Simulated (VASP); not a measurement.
Input of a VASP 6.6.1 run:

Contents of INCAR:

```
SYSTEM = Ge
PREC     = Accurate       ! precision mode
ENCUT    = 600            ! plane-wave cutoff, eV
EDIFF    = 1E-6           ! SCF threshold, eV
ISMEAR   = -1             ! smearing method
SIGMA    = 0.05           ! smearing width, eV
LREAL    = .False.        ! projectors in reciprocal space
LASPH    = .True.         ! aspherical terms in the spheres
NELM     = 100            ! most SCF steps
ALGO     = Normal         ! electronic algorithm
ISIF     = 3              ! what is computed and relaxed
LWAVE    = .False.        ! write WAVECAR
LCHARG   = .False.        ! write CHGCAR
GGA      = PE             ! functional
IBRION   = 2              ! ionic algorithm
NSW      = 60             ! ionic steps
EDIFFG   = -0.005         ! ionic threshold
PSTRESS  = -6.800000000000001
```

The input KPOINTS:

```
Automatic mesh
0
Gamma
  16 16 16
  0 0 0
```

The input POSCAR:

```
Ge
1.0
   -1.6983859532      1.6983859532      1.6983859532
    1.6983859532     -1.6983859532      1.6983859532
    1.6983859532      1.6983859532     -1.6983859532
Ge
1
Direct
    0.0000000000      0.0000000000      0.0000000000
```

Potentials or basis: VASP PAW PBE potentials, release 64 (Ge_d).

The run is started by

```console
$ cat potpaw_PBE.64/Ge_d/POTCAR > POTCAR
$ mpirun -np 1 vasp_std > vasp.out
```

(1) What does it give for the band gap on the k mesh?

(2) Estimate the relaxed cell.

## Answers

(1) zero (bands 7 and 8 overlap by 11.56 eV).

(2) a = 2.941 Å, b = 2.941 Å, c = 2.941 Å, α = 109.47°, β = 109.47°, γ = 109.47°.

Caveat: the cell is relaxed towards a set pressure, so the run minimises the enthalpy, not the energy.
